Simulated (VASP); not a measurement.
# MnS (R3m) in VASP: a series of runs

The runs below take MnS through single point, relaxation of cell and atoms, with PBE.

Everything below comes from runs of VASP 6.6.1. Logs are shortened: lines on timing, memory, paths and dates and some standing lists are left out, and cuts for length are marked.

## (1) The cell of the first run

It takes space group R3m (No. 160, trigonal). Conventional cell: a = 4.063 Å, b = 4.063 Å, c = 9.192 Å, α = 90.00°, β = 90.00°, γ = 120.00°. Mn (site symmetry 3m) has 1 S at 1.67 Å within 2.2 Å. Within 2.2 Å of S (site symmetry 3m) lie 1 Mn at 1.67 Å.

## (2) Single point, PBE, collinear spin, ferromagnetic start

Contents of INCAR:

```
PREC = Accurate
ENCUT = 520
EDIFF = 1E-6
ISMEAR = 0
SIGMA = 0.1
LREAL = False
LASPH = True
NELM = 150
ALGO = Normal
ISIF = 2
LWAVE = False
LCHARG = False
ISPIN = 2
MAGMOM = 4 0
LORBIT = 11
LMAXMIX = 4
GGA = PE
NBANDS = 20
```

Contents of KPOINTS:

```
regular mesh
0
Gamma
  6 6 6
```

Contents of POSCAR:

```
MnS
1.0
    2.0317330600      1.1730216300      3.0638719800
   -2.0317330600      1.1730216300      3.0638719800
    0.0000000000     -2.3460432600      3.0638719800
Mn S
1 1
Direct
    0.9659775700      0.9659775700      0.9659775700
    0.7840224300      0.7840224300      0.7840224300
```

Potentials or basis: VASP PAW PBE potentials, release 64 (Mn_pv, S).

Run with:

```bash
$ cat potpaw_PBE.64/Mn_pv/POTCAR potpaw_PBE.64/S/POTCAR > POTCAR
$ mpirun -np 1 vasp_std > vasp.out
```

OUTCAR:

```text
PREC = Accurate
   ENCUT = 520
   EDIFF = 1E-6
   ISMEAR = 0
   LREAL = False
   LASPH = True
   NELM = 150
   ISIF = 2
   ISPIN = 2
   LORBIT = 11
   GGA = PE

 ion  position               nearest neighbor table
   1  0.966  0.966  0.966-   2 1.67   2 2.73   2 2.73   2 2.73
   2  0.784  0.784  0.784-   1 1.67   1 2.73   1 2.73   1 2.73

  LATTYP: Found a trigonal (rhomboedric) cell.
 ALAT       =     3.8589157132
 COS(alpha) =     0.4455878939

  Lattice vectors:

 A1 = (   2.0317330600,   1.1730216300,   3.0638719800)
 A2 = (  -2.0317330600,   1.1730216300,   3.0638719800)
 A3 = (   0.0000000000,  -2.3460432600,   3.0638719800)

Analysis of symmetry for initial positions (statically):
=====================================================================
 Subroutine PRICEL returns:
 Original cell was already a primitive cell.

 Routine SETGRP: Setting up the symmetry group for a
 trigonal (rhombohedral) supercell.

 Subroutine GETGRP returns: Found  6 space group operations
 (whereof  6 operations were pure point group operations)
 out of a pool of 12 trial point group operations.

The static configuration has the point symmetry C_3v.

Analysis of symmetry for dynamics (positions and initial velocities):
=====================================================================
 Subroutine PRICEL returns:
 Original cell was already a primitive cell.

 Routine SETGRP: Setting up the symmetry group for a
 trigonal (rhombohedral) supercell.

 Subroutine GETGRP returns: Found  6 space group operations
 (whereof  6 operations were pure point group operations)
 out of a pool of 12 trial point group operations.

The dynamic configuration has the point symmetry C_3v.

Analysis of structural, dynamic, and magnetic symmetry:
=====================================================================
 Subroutine PRICEL returns:
 Original cell was already a primitive cell.

 Routine SETGRP: Setting up the symmetry group for a
 trigonal (rhombohedral) supercell.

 Subroutine GETGRP returns: Found  6 space group operations
 (whereof  6 operations were pure point group operations)
 out of a pool of 12 trial point group operations.

The overall configuration has the point symmetry C_3v.

 Subroutine INISYM returns: Found  6 space group operations
 (whereof  6 operations are pure point group operations),
 and found     1 'primitive' translations

----------------------------------------------------------------------------------------

                                     Primitive cell

  volume of cell :      43.8121

  direct lattice vectors                    reciprocal lattice vectors
     2.031733060  1.173021630  3.063871980     0.246095321  0.142083200  0.108794798
    -2.031733060  1.173021630  3.063871980    -0.246095321  0.142083200  0.108794798
     0.000000000 -2.346043260  3.063871980     0.000000000 -0.284166400  0.108794798

  length of vectors
     3.858915713  3.858915713  3.858915714     0.304280875  0.304280875  0.304280875

  position of ions in fractional coordinates (direct lattice)
     0.965977570  0.965977570  0.965977570
     0.784022430  0.784022430  0.784022430

  ion indices of the primitive-cell ions
   primitive index   ion index
                 1           1
                 2           2

----------------------------------------------------------------------------------------

 KPOINTS: regular mesh

Automatic generation of k-mesh.
 Grid dimensions read from file:
 generate k-points for:    6    6    6

 Generating k-lattice:

  Cartesian coordinates                     Fractional coordinates (reciprocal lattice)
     0.041015887  0.023680533  0.018132466     0.166666667 -0.000000000 -0.000000000
    -0.041015887  0.023680533  0.018132466    -0.000000000  0.166666667 -0.000000000
     0.000000000 -0.047361067  0.018132466    -0.000000000 -0.000000000  0.166666667

  Length of vectors
     0.050713479  0.050713479  0.050713479

  Shift w.r.t. Gamma in fractional coordinates (k-lattice)
     0.000000000  0.000000000  0.000000000

 Subroutine IBZKPT returns following result:
 ===========================================

 Found     32 irreducible k-points:

 Following reciprocal coordinates:
            Coordinates               Weight
  0.000000  0.000000  0.000000      1.000000
  0.166667 -0.000000 -0.000000      6.000000
  0.333333  0.000000  0.000000      6.000000
  0.500000  0.000000  0.000000      3.000000
  0.166667  0.166667 -0.000000      6.000000
  0.333333  0.166667  0.000000     12.000000
[... 16 lines left out ...]
  0.500000  0.500000  0.166667      6.000000
 -0.333333  0.500000  0.166667     12.000000
 [... further k-points ...]
   k-points           NKPTS =     32   k-points in BZ     NKDIM =     32   number of bands    NBANDS=     20
   number of dos      NEDOS =    301   number of ions     NIONS =      2
   total plane-waves  NPLWV =  27000
   dimension x,y,z NGX =    30 NGY =   30 NGZ =   30
   dimension x,y,z NGXF=    60 NGYF=   60 NGZF=   60
   ions per type =               1   1
   NGX,Y,Z   is equivalent  to a cutoff of  12.92, 12.92, 12.92 a.u.
   NGXF,Y,Z  is equivalent  to a cutoff of  25.85, 25.85, 25.85 a.u.
 SYSTEM =  unknown system
   PREC   = accura    normal or accurate (medium, high low for compatibility)
   ISTART =      0    job   : 0-new  1-cont  2-samecut
   ICHARG =      2    charge: 1-file 2-atom 10-const
   ISPIN  =      2    spin polarized calculation?
   LNONCOLLINEAR =      F non collinear calculations
   LSORBIT =      F    spin-orbit coupling
   LASPH  =      T    aspherical Exc in radial PAW
   ENCUT  =  520.0 eV  38.22 Ry    6.18 a.u.   7.18  7.18  7.18*2*pi/ulx,y,z
   NELM   =    150;   NELMIN=  2; NELMDL= -5     # of ELM steps
   EDIFF  = 0.1E-05   stopping-criterion for ELM
   LREAL  =      F    real-space projection
   EDIFFG = 0.1E-04   stopping-criterion for IOM
   NSW    =      0    number of steps for IOM
   IBRION =     -1    ionic relax: 0-MD 1-quasi-New 2-CG
   NFREE  =      0    steps in history (QN), initial steepest desc. (CG)
   ISIF   =      2    stress and relaxation
   ISYM   =      2    0-nonsym 1-usesym 2-fastsym
   POTIM  = 0.5000    time-step for ionic-motion
   TEBEG  =    0.0;   TEEND  =   0.0 temperature during run
   PSTRESS=    0.0 pullay stress
   NELECT =      19.0000    total number of electrons
[... 31 lines left out ...]
  ext. energy  EPLUGINS =         0.00000000
  ---------------------------------------------------
  free energy    TOTEN  =        -9.77597013 eV

  energy without entropy =       -9.76048223  energy(sigma->0) =       -9.76822618

 E-fermi :   4.2197     XC(G=0):  -9.2873

 val. band max:        4.1900417014   @ k =  -0.1667   0.3333   0.1667
 cond. band min:       4.2244787827   @ k =  -0.1667   0.1667   0.1667
 fundamental gap:      0.0344370813
 Fermi energy:         4.2197215428

 spin component 1

 k-point     1 :       0.0000    0.0000    0.0000
  band No.  band energies     occupation
      1     -45.8160      1.00000
      2     -45.5957      1.00000
      3     -45.5957      1.00000
      4     -10.0395      1.00000
      5      -1.1671      1.00000
      6      -1.0346      1.00000
[... 12 lines left out ...]
     19      16.0781      0.00000
     20      17.4244      0.00000

 k-point     2 :       0.1667   -0.0000   -0.0000
  band No.  band energies     occupation
      1     -45.8165      1.00000
      2     -45.5963      1.00000
      3     -45.5958      1.00000
      4      -9.9106      1.00000
      5      -1.2615      1.00000
      6      -1.0876      1.00000
[... 12 lines left out ...]
     19      16.1771      0.00000
     20      17.6904      0.00000

 k-point     3 :       0.3333    0.0000    0.0000
  band No.  band energies     occupation
      1     -45.8176      1.00000
      2     -45.5975      1.00000
      3     -45.5959      1.00000
      4      -9.6342      1.00000
      5      -1.5804      1.00000
      6      -1.1961      1.00000
[... 12 lines left out ...]
     19      16.1744      0.00000
     20      20.4087      0.00000

 k-point     4 :       0.5000    0.0000    0.0000
  band No.  band energies     occupation
      1     -45.8181      1.00000
      2     -45.5981      1.00000
      3     -45.5959      1.00000
      4      -9.4849      1.00000
      5      -1.7452      1.00000
      6      -1.2510      1.00000
[... 429 lines left out ...]
 k-point    23 :       0.5000    0.5000    0.1667
  band No.  band energies     occupation
      1     -45.8210      1.00000
      2     -45.5974      1.00000
      3     -45.5972      1.00000
      4      -9.2091      1.00000
      5      -1.6880      1.00000
      6      -0.9381      1.00000
[... 12 lines left out ...]
     19      18.2598      0.00000
     20      19.1610      0.00000

 k-point    24 :      -0.3333    0.5000    0.1667
  band No.  band energies     occupation
      1     -45.8204      1.00000
      2     -45.5975      1.00000
      3     -45.5974      1.00000
      4      -9.2074      1.00000
      5      -1.6854      1.00000
      6      -1.0250      1.00000
[... 12 lines left out ...]
     19      17.8280      0.00000
     20      19.0407      0.00000

 [... further k-points ...]

 spin component 2

 k-point     1 :       0.0000    0.0000    0.0000
  band No.  band energies     occupation
      1     -43.2026      1.00000
      2     -42.1108      1.00000
      3     -42.1108      1.00000
      4      -9.7837      1.00000
      5      -0.0624      1.00000
      6       0.0507      1.00000
[... 12 lines left out ...]
     19      16.7671      0.00000
     20      18.3617      0.00000

 k-point     2 :       0.1667   -0.0000   -0.0000
  band No.  band energies     occupation
      1     -43.2032      1.00000
      2     -42.1116      1.00000
      3     -42.1109      1.00000
      4      -9.6588      1.00000
      5      -0.3349      1.00000
      6      -0.0124      1.00000
[... 12 lines left out ...]
     19      16.9193      0.00000
     20      18.3644      0.00000

 k-point     3 :       0.3333    0.0000    0.0000
  band No.  band energies     occupation
      1     -43.2045      1.00000
      2     -42.1131      1.00000
      3     -42.1110      1.00000
      4      -9.3907      1.00000
      5      -0.9400      1.00000
      6      -0.1374      1.00000
[... 12 lines left out ...]
     19      16.8394      0.00000
     20      20.8556      0.00000

 k-point     4 :       0.5000    0.0000    0.0000
  band No.  band energies     occupation
      1     -43.2052      1.00000
      2     -42.1139      1.00000
      3     -42.1111      1.00000
      4      -9.2460      1.00000
      5      -1.2318      1.00000
      6      -0.1991      1.00000
[... 429 lines left out ...]
 k-point    23 :       0.5000    0.5000    0.1667
  band No.  band energies     occupation
      1     -43.2089      1.00000
      2     -42.1129      1.00000
      3     -42.1128      1.00000
      4      -8.9869      1.00000
      5      -0.9852      1.00000
      6      -0.0323      1.00000
[... 12 lines left out ...]
     19      18.9229      0.00000
     20      19.5389      0.00000

 k-point    24 :      -0.3333    0.5000    0.1667
  band No.  band energies     occupation
      1     -43.2081      1.00000
      2     -42.1131      1.00000
      3     -42.1129      1.00000
      4      -8.9827      1.00000
      5      -0.9588      1.00000
      6      -0.2023      1.00000
[... 12 lines left out ...]
     19      18.2950      0.00000
     20      19.5982      0.00000

 [... further k-points ...]

------------------------ aborting loop because EDIFF is reached ----------------------------------------

  FORCE on cell =-STRESS in cart. coord.  units (eV):
  Direction    XX          YY          ZZ          XY          YZ          ZX
  --------------------------------------------------------------------------------------
  -------------------------------------------------------------------------------------
  Total       -2.0102873     -2.0102873     28.2975999      0.0000000      0.0000000      0.0000000
  in kB      -73.5146986    -73.5146987   1034.8219958      0.0000000      0.0000000      0.0000000
  external PRESSURE =     295.9308662 kB  Pullay stress =       0.0000000 kB

 VOLUME and BASIS-vectors are now :
 -----------------------------------------------------------------------------
  energy-cutoff  :      520.00
  volume of cell :       43.81
      direct lattice vectors                 reciprocal lattice vectors
     2.031733060  1.173021630  3.063871980     0.246095321  0.142083200  0.108794798
    -2.031733060  1.173021630  3.063871980    -0.246095321  0.142083200  0.108794798
     0.000000000 -2.346043260  3.063871980     0.000000000 -0.284166400  0.108794798

 POSITION                                       TOTAL-FORCE (eV/Angst)
 -----------------------------------------------------------------------------------
      0.00000      0.00000      8.87889         0.000000      0.000000     18.508893
      0.00000      0.00000      7.20643         0.000000     -0.000000    -18.508893
 -----------------------------------------------------------------------------------
    total drift:                                0.000000     -0.000000     -0.001365

  FREE ENERGIE OF THE ION-ELECTRON SYSTEM (eV)
  ---------------------------------------------------
  free  energy   TOTEN  =        -9.7759701303 eV

  energy  without entropy=       -9.7604822263  energy(sigma->0) =       -9.76822618

 total charge

# of ion       s       p       d       tot
------------------------------------------
    1        0.404   6.336   5.394  12.134
    2        1.376   2.477   0.000   3.853
--------------------------------------------------
tot          1.780   8.813   5.394  15.987

 magnetization (x)

# of ion       s       p       d       tot
------------------------------------------
    1        0.075   0.040   2.981   3.096
    2        0.007  -0.019   0.000  -0.012
--------------------------------------------------
tot          0.082   0.021   2.981   3.084
```

Run time: 26 s. Hardware: 1 thread of AMD EPYC 9R45 (Zen 5), shared host; peak memory 0.17 GiB.

What came out:

```
Free energy                                           : -9.7760 eV
Pressure                                              : 29.6 GPa
Largest force                                         : 18.509 eV/Å
Net moment                                            : 3.54 μB per cell
Site moments                                          : Mn +3.10; S -0.01 μB
Valence electrons inside the program's atomic spheres : Mn 12.13; S 3.85
```

Forces in eV/Å, atoms in the order of the input:
```
Mn    0.000   0.000  18.509
S     0.000   0.000 -18.509
```

Levels at points of the mesh, in eV from the Fermi level:
Spin up:
```csv
k point,band 7,band 8,band 9,band 10,band 11,band 12,band 13,band 14,band 15,band 16
"(0.00, 0.00, 0.00)",-5.25,-2.43,-2.43,0.27,0.96,0.96,2.94,5.96,5.96,8.65
"(0.50, 0.00, 0.00)",-5.06,-2.57,-2.23,-1.95,0.47,1.09,3.24,5.48,6.74,8.47
"(0.50, 0.50, 0.00)",-4.42,-2.74,-2.34,-1.85,-1.55,-0.15,2.97,4.70,8.81,10.63
"(0.50, 0.50, 0.50)",-4.44,-3.05,-2.58,-2.58,-1.10,-1.10,3.77,6.78,6.78,8.96
```
Spin down:
```csv
k point,band 6,band 7,band 8,band 9,band 10,band 11
"(0.00, 0.00, 0.00)",-4.17,-4.17,0.59,0.59,1.10,2.82
"(0.50, 0.00, 0.00)",-4.42,-3.98,-0.10,0.95,0.98,2.04
"(0.50, 0.50, 0.00)",-4.16,-3.78,-0.57,0.12,0.93,1.21
"(0.50, 0.50, 0.50)",-3.55,-3.55,-1.37,0.18,0.18,1.12
```

Caveat: atoms lie so close that the PAW spheres overlap strongly, which falsifies energies and pressures; the stress differs along the axes, from -7 to 103 GPa; a cell with one magnetic atom can't hold antiferromagnetic order, which such compounds often take; semilocal functionals often make such compounds metallic where correlation or magnetic order opens a gap, which also shifts bond lengths; forces of over 1 eV/Å act on the atoms, so gaps and moduli don't describe the material at rest. With open d or f shells a metallic result of PBE can be an artefact of self-interaction; +U or a hybrid may open a gap.

## (3) Relaxation of cell and atoms, PBE, collinear spin, ferromagnetic start

Contents of INCAR:

```
SYSTEM = MnS
PREC = Accurate
ENCUT = 600
EDIFF = 1E-7
ISMEAR = 0
SIGMA = 0.1
LREAL = .False.
LASPH = .True.
NELM = 150
ALGO = Normal
ISIF = 3
LWAVE = .False.
LCHARG = .False.
ISPIN = 2
MAGMOM = 4 0
LORBIT = 11
LMAXMIX = 4
GGA = PE
IBRION = 2
NSW = 90
EDIFFG = -0.04
```

Contents of KPOINTS:

```
Automatic mesh
0
Gamma
  6 6 6
  0 0 0
```

POSCAR is that of step 2.

Potentials or basis: VASP PAW PBE potentials, release 64 (Mn_pv, S).

Run with:

```bash
$ cat potpaw_PBE.64/Mn_pv/POTCAR potpaw_PBE.64/S/POTCAR > POTCAR
$ mpirun -np 1 vasp_std > vasp.out
```

Wall time 11 min (1 thread of AMD EPYC 9R45 (Zen 5), shared host); peak memory 0.21 GiB.

Results (log left out):

| Quantity | Value |
| --- | --- |
| Free energy | -14.0849 eV |
| Relaxed volume | 22.53 Å³/atom |
| Relaxed cell | a = 3.976 Å, b = 3.976 Å, c = 3.976 Å, α = 60.61°, β = 60.61°, γ = 60.61° |
| Space group after relaxing (to 0.1 Å) | F-43m (No. 216) |
| Energy gained by relaxing | 2154.1 meV/atom |
| Ionic steps | 13 |
| Pressure after relaxing | -0.2 GPa |
| Largest force after relaxing | 0.039 eV/Å |
| Band gap on the k mesh | zero (filled and empty bands overlap) |
| Net moment | 4.97 μB per cell |
| Site moments | Mn +4.37; S +0.09 μB |
| Valence electrons inside the program's atomic spheres | Mn 11.35; S 3.76 |

Forces on the atoms (eV/Å):
```
Mn   0.000  0.000 -0.039
S    0.000  0.000  0.039
```

Stress tensor (GPa, compression positive):
```
-0.27  0.00  0.00
 0.00 -0.27  0.00
 0.00  0.00  0.08
```

Step by step:
```
step  energy change (eV)  largest force (eV/Å)  pressure (GPa)  volume (Å³)
   1              0.0000               18.5074           29.59        43.81
   2             -1.8146                1.1310           -8.82        66.74
   3             -2.1921                0.6825           -6.34        65.56
   4             -3.6207                0.0509            1.61        64.77
   5             -3.6450                0.0043            2.23        64.01
   6             -3.8326                0.1778            0.95        54.42
   7             -4.1146                0.5028           -1.93        49.24
   8             -4.2919                0.2336           -1.76        46.56
   9             -4.2832                0.4764           -0.06        45.19
  10             -4.3032                0.0493           -1.31        46.06
  11             -4.3038                0.0265           -1.13        45.90
  12             -4.3038                0.0056           -1.16        45.94
  13             -4.3083                0.0387           -0.15        45.06
```

Final structure:
```
Mn S
1.0
     2.00633    1.15835    3.23161
    -2.00633    1.15835    3.23161
     0.00000   -2.31671    3.23161
Mn S
1 1
Direct
  0.00141 0.00141 0.00141
  0.74859 0.74859 0.74859
```

Levels at points of the mesh, in eV from the Fermi level:
Spin up:
| k point | band 9 | band 10 | band 11 | band 12 | band 13 | band 14 | band 15 |
| --- | --- | --- | --- | --- | --- | --- | --- |
| (0.00, 0.00, 0.00) | -3.24 | 0.12 | 0.12 | 0.12 | 0.83 | 5.71 | 5.90 |
| (0.50, 0.00, 0.00) | -3.13 | -2.95 | -0.90 | -0.82 | 2.86 | 6.21 | 6.68 |
| (0.50, 0.50, 0.00) | -3.04 | -2.76 | -2.21 | -2.17 | 2.68 | 4.23 | 8.86 |
| (0.50, 0.50, 0.50) | -3.13 | -2.92 | -0.85 | -0.85 | 2.75 | 6.11 | 6.11 |
Spin down:
| k point | band 3 | band 4 | band 5 | band 6 | band 7 | band 8 | band 9 | band 10 | band 11 | band 12 |
| --- | --- | --- | --- | --- | --- | --- | --- | --- | --- | --- |
| (0.00, 0.00, 0.00) | -46.19 | -13.49 | -3.27 | -3.27 | -3.18 | 0.84 | 0.84 | 1.87 | 2.90 | 2.95 |
| (0.50, 0.00, 0.00) | -46.19 | -12.89 | -5.06 | -3.17 | -3.14 | 0.88 | 0.93 | 0.98 | 1.96 | 2.04 |
| (0.50, 0.50, 0.00) | -46.19 | -12.69 | -4.96 | -3.32 | -3.25 | 0.06 | 0.85 | 1.25 | 1.31 | 1.31 |
| (0.50, 0.50, 0.50) | -46.19 | -12.87 | -5.01 | -3.22 | -3.22 | 0.93 | 0.97 | 0.97 | 2.03 | 2.03 |

Caveat: a cell with one magnetic atom can't hold antiferromagnetic order, which such compounds often take; semilocal functionals often make such compounds metallic where correlation or magnetic order opens a gap, which also shifts bond lengths.

The gap in the log of VASP goes by the Fermi energy; the results here count the filled bands.